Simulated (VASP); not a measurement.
Input of a VASP 6.6.1 run:

The input INCAR:

```
  ALGO = Normal
  EDIFF = 1E-6
  ENCUT = 520
  GGA = PE
  ISIF = 2
  ISMEAR = 0
  LASPH = True
  LCHARG = True
  LELF = True
  LREAL = False
  LVHAR = True
  LWAVE = False
  NBANDS = 11
  NELM = 60
  PREC = Accurate
  SIGMA = 0.02
```

File KPOINTS:

```
k-points
0
Gamma
  12 12 12
```

The input POSCAR:

```
BN
1.0
    0.0000000000      1.7695796260      1.7695796260
    1.7695796260      0.0000000000      1.7695796260
    1.7695796260      1.7695796260      0.0000000000
B N
1 1
Direct
    0.0000000000      0.0000000000      0.0000000000
    0.7500000000      0.7500000000      0.7500000000
```

Potentials or basis: VASP PAW PBE potentials, release 64 (B, N).

Run with:

```bash
$ cat potpaw_PBE.64/B/POTCAR potpaw_PBE.64/N/POTCAR > POTCAR
$ mpirun -np 1 vasp_std > vasp.out
```

Problem. Predict the band gap on the k mesh.

Solution. 4.52 eV, indirect (least direct gap 9.12 eV).

Problem. Predict the pressure.

Solution. 30.8 GPa.

Caveat: the cell differs from its parent crystal (strained). A k mesh can miss the band edges.
